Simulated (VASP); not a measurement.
Set up this calculation in VASP 6.6.1, as the native input.

- Task: single point
- Functional: PBE
- Potentials or basis: VASP PAW PBE potentials, release 64 (Yb)
- Cutoff: 520 eV
- k mesh: 14 × 14 × 14
- Occupations: fermi-dirac, width 0.08 eV
- Spin: no spin polarisation
- Dipole correction: no
- k mesh for the DOS: 21 × 21 × 21
- Occupations for the DOS: tetrahedron
- Further INCAR settings: ALGO = Normal; EDIFF = 1e-07

Yb:

```
Yb
1.0
    -2.05324    2.05324    2.05324
     2.05324   -2.05324    2.05324
     2.05324    2.05324   -2.05324
Yb
1
Direct
  0.00000 0.00000 0.00000
```

This isn't the form of Yb at room conditions, which is fcc.

These files were run (other wordings do the same):

POSCAR

```
Yb
1.0
   -2.0532432949      2.0532432949      2.0532432949
    2.0532432949     -2.0532432949      2.0532432949
    2.0532432949      2.0532432949     -2.0532432949
Yb
1
Direct
    0.0000000000      0.0000000000      0.0000000000
```

INCAR.step1

```
ALGO = Normal
EDIFF = 1E-7
ENCUT = 520
GGA = PE
ISIF = 2
ISMEAR = -1
LASPH = T
LCHARG = T
LMAXMIX = 6
LREAL = F
LWAVE = F
NBANDS = 18
NELM = 80
PREC = Accurate
SIGMA = 0.08
```

KPOINTS.step1

```
k-points
0
Gamma
  14 14 14
```

INCAR.step2

```
ALGO = Normal
EDIFF = 1E-7
ENCUT = 520
GGA = PE
ICHARG = 11
ISIF = 2
ISMEAR = -5
LASPH = T
LCHARG = F
LMAXMIX = 6
LORBIT = 11
LREAL = F
LWAVE = F
NEDOS = 2001
NELM = 80
PREC = Accurate
SIGMA = 0.08
```

KPOINTS.step2

```
k-points
0
Gamma
  21 21 21
```

Potentials or basis: VASP PAW PBE potentials, release 64 (Yb).

Launch:

```sh
$ cat potpaw_PBE.64/Yb/POTCAR > POTCAR
$ cp INCAR.step1 INCAR
$ cp KPOINTS.step1 KPOINTS
$ mpirun -np 1 vasp_std > vasp.out
$ cp INCAR.step2 INCAR
$ cp KPOINTS.step2 KPOINTS
$ mpirun -np 1 vasp_std > vasp.out
```

Results of the run:

```
Valence electrons inside the program's atomic spheres : Yb 22.13
```

Run time: 7.3 min on 1 thread of AMD EPYC 7R13, with other jobs on the host, peak memory 0.31 GiB.
